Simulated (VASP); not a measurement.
# Pb3Se (P6/mmm) in VASP: single point with PBE

Aim: the single point of Pb3Se with PBE.

All numbers are computed with VASP 6.6.1; they aren't measurements. Logs are shortened: lines on timing, memory, paths and dates and some standing lists are left out, and cuts for length are marked.

## (1) The cell of the first run

The structure is hexagonal, space group P6/mmm (No. 191). The conventional cell has a = 8.642 Å, b = 8.642 Å, c = 5.301 Å, α = 90.00°, β = 90.00°, γ = 120.00°. Within 4.1 Å of Pb (site symmetry mm2) lie 4 Pb at 3.11 to 3.25 Å and 2 Se at 3.41 Å. Within 3.5 Å of Se (site symmetry 6mm) lie 2 Se at 2.52 to 2.78 Å and 6 Pb at 3.41 Å.

The cell was generated, and may not be a known phase.

## (2) Single point, PBE

File INCAR:

```
SYSTEM = Pb3Se
PREC     = Accurate       ! precision mode
ENCUT    = 520            ! plane-wave cutoff, eV
EDIFF    = 1E-7           ! SCF threshold, eV
ISMEAR   = 0              ! smearing method
SIGMA    = 0.1            ! smearing width, eV
LREAL    = .False.        ! projectors in reciprocal space
LASPH    = .True.         ! aspherical terms in the spheres
NELM     = 80             ! most SCF steps
ALGO     = Normal         ! electronic algorithm
ISIF     = 2              ! what is computed and relaxed
LWAVE    = .False.        ! write WAVECAR
LCHARG   = .False.        ! write CHGCAR
GGA      = PE             ! functional
NBANDS   = 58             ! bands
```

File KPOINTS:

```
regular mesh
0
Gamma
  6 6 8
  0 0 0
```

File POSCAR:

```
Pb3Se
1.0
    8.6423181037      0.0000000000      0.0000000000
   -4.3211590519      7.4844670254      0.0000000000
    0.0000000000      0.0000000000      5.3011835977
Pb Se
6 2
Direct
    0.4160536689      0.2080268344      0.5000000000
    0.7919731656      0.2080268344      0.5000000000
    0.2080268344      0.4160536689      0.5000000000
    0.7919731656      0.5839463311      0.5000000000
    0.2080268344      0.7919731656      0.5000000000
    0.5839463311      0.7919731656      0.5000000000
    0.0000000000      0.0000000000      0.2377537075
    0.0000000000      0.0000000000      0.7622462925
```

Potentials or basis: VASP PAW PBE potentials, release 64 (Pb_d, Se).

Command:

```console
cat potpaw_PBE.64/Pb_d/POTCAR potpaw_PBE.64/Se/POTCAR > POTCAR
mpirun -np 1 vasp_std > vasp.out
```

OUTCAR:

```text
SYSTEM = Pb3Se
   PREC = Accurate
   ENCUT = 520
   EDIFF = 1E-7
   ISMEAR = 0
   LREAL = .False.
   LASPH = .True.
   NELM = 80
   ISIF = 2
   GGA = PE

 ion  position               nearest neighbor table
   1  0.416  0.208  0.500-   5 3.11   3 3.11   4 3.25   2 3.25   7 3.41   8 3.41
   2  0.792  0.208  0.500-   3 3.11   6 3.11   1 3.25   4 3.25   7 3.41   8 3.41
   3  0.208  0.416  0.500-   2 3.11   1 3.11   6 3.25   5 3.25   7 3.41   8 3.41
   4  0.792  0.584  0.500-   5 3.11   6 3.11   1 3.25   2 3.25   7 3.41   8 3.41
   5  0.208  0.792  0.500-   4 3.11   1 3.11   6 3.25   3 3.25   7 3.41   8 3.41
   6  0.584  0.792  0.500-   2 3.11   4 3.11   3 3.25   5 3.25   7 3.41   8 3.41
   7  0.000  0.000  0.238-   8 2.52   8 2.78   5 3.41   2 3.41   6 3.41   1 3.41   4 3.41   3 3.41

   8  0.000  0.000  0.762-   7 2.52   7 2.78   2 3.41   5 3.41   1 3.41   6 3.41   3 3.41   4 3.41

  LATTYP: Found a hexagonal cell.
 ALAT       =     8.6423181037
 C/A-ratio  =     0.6133983422

  Lattice vectors:

 A1 = (   8.6423181037,   0.0000000000,   0.0000000000)
 A2 = (  -4.3211590519,   7.4844670254,   0.0000000000)
 A3 = (   0.0000000000,   0.0000000000,   5.3011835977)

Analysis of symmetry for initial positions (statically):
=====================================================================
 Subroutine PRICEL returns:
 Original cell was already a primitive cell.

 Routine SETGRP: Setting up the symmetry group for a
 hexagonal supercell.

 Subroutine GETGRP returns: Found 24 space group operations
 (whereof 24 operations were pure point group operations)
 out of a pool of 24 trial point group operations.

The static configuration has the point symmetry D_6h.

Analysis of symmetry for dynamics (positions and initial velocities):
=====================================================================
 Subroutine PRICEL returns:
 Original cell was already a primitive cell.

 Routine SETGRP: Setting up the symmetry group for a
 hexagonal supercell.

 Subroutine GETGRP returns: Found 24 space group operations
 (whereof 24 operations were pure point group operations)
 out of a pool of 24 trial point group operations.

The dynamic configuration has the point symmetry D_6h.

 Subroutine INISYM returns: Found 24 space group operations
 (whereof 24 operations are pure point group operations),
 and found     1 'primitive' translations

----------------------------------------------------------------------------------------

                                     Primitive cell

  volume of cell :     342.8972

  direct lattice vectors                    reciprocal lattice vectors
     8.642318104  0.000000000  0.000000000     0.115709696  0.066805024  0.000000000
    -4.321159052  7.484467025  0.000000000     0.000000000  0.133610048  0.000000000
     0.000000000  0.000000000  5.301183598     0.000000000  0.000000000  0.188637119

  length of vectors
     8.642318104  8.642318104  5.301183598     0.133610048  0.133610048  0.188637119

  position of ions in fractional coordinates (direct lattice)
     0.416053669  0.208026834  0.500000000
     0.791973166  0.208026834  0.500000000
     0.208026834  0.416053669  0.500000000
     0.791973166  0.583946331  0.500000000
     0.208026834  0.791973166  0.500000000
     0.583946331  0.791973166  0.500000000
     0.000000000  0.000000000  0.237753707
     0.000000000  0.000000000  0.762246293

  ion indices of the primitive-cell ions
   primitive index   ion index
                 1           1
                 2           2
                 3           3
                 4           4
                 5           5
                 6           6
                 7           7
                 8           8

----------------------------------------------------------------------------------------

 KPOINTS: regular mesh

Automatic generation of k-mesh.
 Grid dimensions read from file:
 generate k-points for:    6    6    8

 Generating k-lattice:

  Cartesian coordinates                     Fractional coordinates (reciprocal lattice)
     0.019284949  0.011134171  0.000000000     0.166666667  0.000000000  0.000000000
     0.000000000  0.022268341  0.000000000     0.000000000  0.166666667  0.000000000
     0.000000000  0.000000000  0.023579640     0.000000000  0.000000000  0.125000000

  Length of vectors
     0.022268341  0.022268341  0.023579640

  Shift w.r.t. Gamma in fractional coordinates (k-lattice)
     0.000000000  0.000000000  0.000000000

 Subroutine IBZKPT returns following result:
 ===========================================

 Found     35 irreducible k-points:

 Following reciprocal coordinates:
            Coordinates               Weight
  0.000000  0.000000  0.000000      1.000000
  0.166667 -0.000000  0.000000      6.000000
  0.333333  0.000000  0.000000      6.000000
  0.500000 -0.000000  0.000000      3.000000
  0.166667  0.166667  0.000000      6.000000
  0.333333  0.166667  0.000000     12.000000
[... 16 lines left out ...]
  0.166667 -0.000000  0.375000     12.000000
  0.333333  0.000000  0.375000     12.000000
 [... further k-points ...]
   k-points           NKPTS =     35   k-points in BZ     NKDIM =     35   number of bands    NBANDS=     58
   number of dos      NEDOS =    301   number of ions     NIONS =      8
   total plane-waves  NPLWV = 163840
   dimension x,y,z NGX =    64 NGY =   64 NGZ =   40
   dimension x,y,z NGXF=   128 NGYF=  128 NGZF=   80
   ions per type =               6   2
   NGX,Y,Z   is equivalent  to a cutoff of  12.31, 12.31, 12.54 a.u.
   NGXF,Y,Z  is equivalent  to a cutoff of  24.62, 24.62, 25.09 a.u.
 SYSTEM =  Pb3Se
   PREC   = accura    normal or accurate (medium, high low for compatibility)
   ISTART =      0    job   : 0-new  1-cont  2-samecut
   ICHARG =      2    charge: 1-file 2-atom 10-const
   ISPIN  =      1    spin polarized calculation?
   LNONCOLLINEAR =      F non collinear calculations
   LSORBIT =      F    spin-orbit coupling
   LASPH  =      T    aspherical Exc in radial PAW
   ENCUT  =  520.0 eV  38.22 Ry    6.18 a.u.  16.07 16.07  9.86*2*pi/ulx,y,z
   NELM   =     80;   NELMIN=  2; NELMDL= -5     # of ELM steps
   EDIFF  = 0.1E-06   stopping-criterion for ELM
   LREAL  =      F    real-space projection
   EDIFFG = 0.1E-05   stopping-criterion for IOM
   NSW    =      0    number of steps for IOM
   IBRION =     -1    ionic relax: 0-MD 1-quasi-New 2-CG
   NFREE  =      0    steps in history (QN), initial steepest desc. (CG)
   ISIF   =      2    stress and relaxation
   ISYM   =      2    0-nonsym 1-usesym 2-fastsym
   POTIM  = 0.5000    time-step for ionic-motion
   TEBEG  =    0.0;   TEEND  =   0.0 temperature during run
   PSTRESS=    0.0 pullay stress
   NELECT =      96.0000    total number of electrons
   NUPDOWN=      -1.0000    fix difference up-down
   EMIN   =  10.00;   EMAX   =-10.00  energy-range for DOS
   EFERMI =   0.00;   METHOD = LEGACY
   ISMEAR =     0;   SIGMA  =   0.10  broadening in eV -4-tet -1-fermi 0-gaus
   EFERMI_NEDOS =   21; number of points for ismear=-14 and -15
   IALGO  =     38    algorithm
   IMIX   =      4    mixing-type and parameters
     AMIX     =   0.40;   BMIX     =  1.00
     AMIX_MAG =   1.60;   BMIX_MAG =  1.00
  volume/ion in A,a.u.               =      42.86       289.25
  Fermi-wavevector in a.u.,A,eV,Ry     =   1.070970  2.023840 15.605562  1.146976
  Thomas-Fermi vector in A             =   2.206696
   LORBIT       =      0    0 simple, 1 ext, 2 COOP (PROOUT), +10 PAW based schemes
   GGA     = PE    functional components
   LHFCALC =     F    Hartree Fock is set to
   AEXX    =    0.0000 exact exchange contribution
   IVDW    =     0    specifies the selected vdW correction
   LEPSILON=     F    determine dielectric tensor
   LRPA    =     F    only Hartree local field effects (RPA)
 non-spin polarized calculation
 Gauss-broadening in eV      SIGMA  =   0.10
  energy-cutoff  :      520.00
  volume of cell :      342.90
 maximum number of plane-waves:      9320
   NGX = 33   NGY = 33   NGZ = 19

 number of electron      96.0000018 magnetization

 Free energy of the ion-electron system (eV)
  ---------------------------------------------------
  ext. energy  EPLUGINS =         0.00000000
  ---------------------------------------------------
  free energy    TOTEN  =       -25.79687068 eV

  energy without entropy =      -25.77556315  energy(sigma->0) =      -25.78621692

 E-fermi :   3.1945     XC(G=0):  -7.8922

 val. band max:        3.1906608154   @ k =   0.3333   0.1667   0.0000
 cond. band min:       3.2615036655   @ k =   0.3333   0.1667   0.1250
 fundamental gap:      0.0708428501
 Fermi energy:         3.1945135334

 k-point     1 :       0.0000    0.0000    0.0000
  band No.  band energies     occupation
      1     -14.2335      2.00000
      2     -14.1857      2.00000
      3     -14.1857      2.00000
      4     -14.1808      2.00000
      5     -14.1717      2.00000
      6     -14.1717      2.00000
[... 50 lines left out ...]
     57       5.9377      0.00000
     58       5.9449      0.00000

 k-point     2 :       0.1667   -0.0000    0.0000
  band No.  band energies     occupation
      1     -14.2227      2.00000
      2     -14.2225      2.00000
      3     -14.2145      2.00000
      4     -14.1775      2.00000
      5     -14.1460      2.00000
      6     -14.1441      2.00000
[... 50 lines left out ...]
     57       5.9666      0.00000
     58       5.9845      0.00000

 k-point     3 :       0.3333    0.0000    0.0000
  band No.  band energies     occupation
      1     -14.2575      2.00000
      2     -14.2417      2.00000
      3     -14.1887      2.00000
      4     -14.1693      2.00000
      5     -14.1295      2.00000
      6     -14.1224      2.00000
[... 1216 lines left out ...]
      3     -14.2140      2.00000
      4     -14.1756      2.00000
      5     -14.1453      2.00000
      6     -14.1433      2.00000
[... 50 lines left out ...]
     57       4.9138      0.00000
     58       6.3210      0.00000

 k-point    24 :       0.3333    0.0000    0.3750
  band No.  band energies     occupation
      1     -14.2574      2.00000
      2     -14.2414      2.00000
      3     -14.1873      2.00000
      4     -14.1677      2.00000
      5     -14.1284      2.00000
      6     -14.1217      2.00000
[... 50 lines left out ...]
     57       6.2137      0.00000
     58       6.7660      0.00000

 [... further k-points ...]

------------------------ aborting loop because EDIFF is reached ----------------------------------------

  FORCE on cell =-STRESS in cart. coord.  units (eV):
  Direction    XX          YY          ZZ          XY          YZ          ZX
  --------------------------------------------------------------------------------------
  -------------------------------------------------------------------------------------
  Total       -0.0729671     -0.0729671     -0.0572337      0.0000000      0.0000000     -0.0000000
  in kB       -0.3409367     -0.3409367     -0.2674227      0.0000000      0.0000000     -0.0000000
  external PRESSURE =      -0.3164321 kB  Pullay stress =       0.0000000 kB

 VOLUME and BASIS-vectors are now :
 -----------------------------------------------------------------------------
  energy-cutoff  :      520.00
  volume of cell :      342.90
      direct lattice vectors                 reciprocal lattice vectors
     8.642318104  0.000000000  0.000000000     0.115709696  0.066805024  0.000000000
    -4.321159052  7.484467025  0.000000000     0.000000000  0.133610048  0.000000000
     0.000000000  0.000000000  5.301183598     0.000000000  0.000000000  0.188637119

 POSITION                                       TOTAL-FORCE (eV/Angst)
 -----------------------------------------------------------------------------------
      2.69675      1.55697      2.65059         0.001082      0.000625      0.000000
      5.94557      1.55697      2.65059        -0.001082      0.000625      0.000000
     -0.00000      3.11394      2.65059        -0.000000      0.001249     -0.000000
      4.32116      4.37053      2.65059         0.000000     -0.001249      0.000000
     -1.62441      5.92750      2.65059         0.001082     -0.000625      0.000000
      1.62441      5.92750      2.65059        -0.001082     -0.000625     -0.000000
      0.00000      0.00000      1.26038        -0.000000     -0.000000      0.013724
      0.00000      0.00000      4.04081        -0.000000     -0.000000     -0.013724
 -----------------------------------------------------------------------------------
    total drift:                               -0.000000      0.000000     -0.000000

  FREE ENERGIE OF THE ION-ELECTRON SYSTEM (eV)
  ---------------------------------------------------
  free  energy   TOTEN  =       -25.7968706843 eV

  energy  without entropy=      -25.7755631507  energy(sigma->0) =      -25.78621692
```

Wall time 15 min (1 thread of Intel Xeon Platinum 8259CL at 2.50GHz (Skylake/Cascade Lake), shared host); peak memory 0.75 GiB.

What came out:

| Quantity | Value |
| --- | --- |
| Free energy | -25.7969 eV |
| Pressure | 0.0 GPa |
| Largest force | 0.014 eV/Å |
| Band gap on the k mesh | zero (bands 48 and 49 overlap by 1.18 eV) |

Forces on the atoms (eV/Å):
```
Pb   0.001  0.001  0.000
Pb  -0.001  0.001  0.000
Pb   0.000  0.001  0.000
Pb   0.000 -0.001  0.000
Pb   0.001 -0.001  0.000
Pb  -0.001 -0.001  0.000
Se   0.000  0.000  0.014
Se   0.000  0.000 -0.014
```

Levels at points of the mesh, in eV from the Fermi level:
```
           k point  band 46  band 47  band 48  band 49  band 50  band 51
(0.00, 0.00, 0.00)    -0.41    -0.41    -0.26     0.85     0.85     1.09
(0.50, 0.00, 0.00)    -0.40    -0.27    -0.10     0.16     0.55     1.07
(0.00, 0.00, 0.50)    -0.50    -0.29    -0.29    -0.17    -0.05     0.53
(0.50, 0.00, 0.50)    -1.22    -1.20    -0.83    -0.01     0.10     0.27
```

Caveat: spin-orbit coupling is left out, which moves the levels of the heavy elements.

The gap in the log of VASP goes by the Fermi energy; the results here count the filled bands.